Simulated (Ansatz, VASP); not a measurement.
As: VASP beside Ansatz

```
As
1.0
     2.71661    0.00000    0.00000
    -1.35830    2.35265    0.00000
     0.00000    0.00000    4.49162
As
2
Direct
  0.33333 0.66667 0.25000
  0.66667 0.33333 0.75000
```

Change from the starting cell: volume scaled by 0.78, LAPW.

Alike in both runs: task single point; functional PBEsol; k mesh 14 × 14 × 8; occupations fermi-dirac, width 0.08 eV; no spin polarisation.

|  | VASP | Ansatz |
| --- | --- | --- |
| version | VASP 6.6.1 | Ansatz 0.2.0 |
| potentials or method | VASP PAW PBE potentials, release 64 (As), cutoff 520 eV | all-electron LAPW, scalar-relativistic |

Ansatz gave:

```
pressure (GPa)                                                : 38.6
traceless stress, the component that is largest in VASP (GPa) : -0.10
```

Problem. Which values does VASP return?

Solution. Pressure (GPa): 39.6; traceless stress, the component that is largest in VASP (GPa): -0.15.

VASP's potentials were made for PBE, not for PBEsol. Both programs put the cell under a high pressure, so it lies far from rest at this level. Ansatz ran all-electron here, and VASP with PAW potentials.
